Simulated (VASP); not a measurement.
A run of VASP 6.6.1 is set up as follows.

Contents of INCAR:

```
SYSTEM = Au
PREC = Accurate
ENCUT = 520
EDIFF = 1E-7
ISMEAR = 0
SIGMA = 0.15
LREAL = .False.
LASPH = .True.
NELM = 60
ALGO = Normal
ISIF = 2
LWAVE = .False.
LCHARG = .False.
GGA = PS
NBANDS = 12
```

Contents of KPOINTS:

```
regular mesh
0
Gamma
  26 26 26
  0 0 0
```

Contents of POSCAR:

```
Au
1.0
   -1.6210733942      1.6210733942      1.6210733942
    1.6210733942     -1.6210733942      1.6210733942
    1.6210733942      1.6210733942     -1.6210733942
Au
1
Direct
    0.0000000000      0.0000000000      0.0000000000
```

Potentials or basis: VASP PAW PBE potentials, release 64 (Au).

Launch:

```console
$ cat potpaw_PBE.64/Au/POTCAR > POTCAR
$ mpirun -np 1 vasp_std > vasp.out
```

Question: What does it give for the pressure?

Answer: -0.1 GPa.

Caveat: the PAW data sets were made with another functional, which shifts forces and pressure a little.
